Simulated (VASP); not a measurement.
Wanted: the native input for a VASP 6.6.1 run.

| Quantity | Value |
| --- | --- |
| Task | single point |
| Functional | r2SCAN |
| Potentials or basis | VASP PAW PBE potentials, release 64 (Si) |
| Cutoff | 550 eV |
| k mesh | 1 × 1 × 1 |
| Occupations | fermi-dirac, width 0.3 eV |
| Spin | no spin polarisation |
| Dipole correction | no |
| Further INCAR settings | ALGO = Normal; EDIFF = 1e-06; NBANDS = 11 |

Si:

```xyz
2
Lattice="4.2000 0.0000 0.0000 0.0000 4.2000 0.0000 0.0000 0.0000 4.2000" Properties=species:S:1:pos:R:3 pbc="T T T"
Si    0.0000    0.0000    0.0000
Si    1.1583    0.6950    0.5212
```

One way to write it, as run:

POSCAR

```
Si
1.0
    4.2000000000      0.0000000000      0.0000000000
    0.0000000000      4.2000000000      0.0000000000
    0.0000000000      0.0000000000      4.2000000000
Si
2
Direct
    0.0000000000      0.0000000000      0.0000000000
    0.2757768137      0.1654660882      0.1240995662
```

INCAR.step1

```
SYSTEM = Si
PREC = Accurate
ENCUT = 550
ISMEAR = -1
SIGMA = 0.3
LREAL = .FALSE.
LASPH = .TRUE.
NELM = 120
NBANDS = 11
GGA = PE
ALGO = Normal
EDIFF = 1E-5
LWAVE = .TRUE.
LCHARG = .FALSE.
GGA_COMPAT = .FALSE.
```

INCAR.step2

```
SYSTEM = Si
PREC = Accurate
ENCUT = 550
EDIFF = 1E-6
ISMEAR = -1
SIGMA = 0.3
LREAL = .FALSE.
LASPH = .TRUE.
NELM = 120
ALGO = Normal
ISIF = 2
LWAVE = .FALSE.
LCHARG = .TRUE.
METAGGA = R2SCAN
LMIXTAU = .TRUE.
LELF = .TRUE.
LVHAR = .TRUE.
NBANDS = 11
ISTART = 1
GGA_COMPAT = .FALSE.
```

KPOINTS

```
regular mesh
0
G
  1 1 1
  0 0 0
```

Potentials or basis: VASP PAW PBE potentials, release 64 (Si).

Run with:

```sh
$ cat potpaw_PBE.64/Si/POTCAR > POTCAR
$ cp INCAR.step1 INCAR
$ mpirun -np 1 vasp_gam > vasp.out
$ cp INCAR.step2 INCAR
$ mpirun -np 1 vasp_gam > vasp.out
```

It gave:

```
Pressure               : 60.4 GPa
Largest force          : 45.480 eV/Å
Band gap on the k mesh : 0.32 eV
```

Caveat: the k points lie up to 1.50 Å⁻¹ apart; the PAW data sets were made with another functional, which shifts forces and pressure a little.

Wall time 18 s on 1 thread of AMD EPYC 7R13 (shared host), peak memory 0.14 GiB.
